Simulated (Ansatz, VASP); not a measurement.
HgTe in VASP and in Ansatz

```xyz
4
Lattice="4.6426 0.0000 0.0000 -2.3213 4.0206 0.0000 0.0000 0.0000 7.6245" Properties=species:S:1:pos:R:3 pbc="T T T"
Hg    0.0000    2.6804    0.0038
Hg    2.3213    1.3402    3.8160
Te    0.0000    2.6804    2.8554
Te    2.3213    1.3402    6.6676
```

Alike in both runs: task single point; functional PBEsol; k mesh 6 × 6 × 2; occupations tetrahedron; no spin polarisation.

|  | VASP | Ansatz |
| --- | --- | --- |
| version | VASP 6.6.1 | Ansatz 0.2.0 |
| potentials or method | VASP PAW PBE potentials, release 64 (Hg, Te) | plane waves |
| plane-wave cutoff (eV) | 500 | 420 |
| valence electrons in the cell | 36 | 72 |

|  | VASP | Ansatz | Ansatz less VASP |
| --- | --- | --- | --- |
| pressure (GPa) | -1.1 | -1.2 | -0.10 |
| traceless stress, the component that is largest in VASP (GPa) | -0.09 | -0.09 | -0.001 |
| rms of the force components (eV/Å) | 0.004 | 0.003 | -0.0008 |

VASP's potentials were made for PBE, not for PBEsol. Atom by atom the forces differ by 0.001 eV/Å (rms over components). VASP's potentials hold 36 valence electrons a cell and Ansatz's 72, so a difference there can come from the potentials and not from the codes. Ansatz's warnings: band table not solved further, tetrahedron derivatives may miss energy slope.

The k mesh is coarse, so the values compare programs but aren't converged. Neither program's run includes spin-orbit coupling.
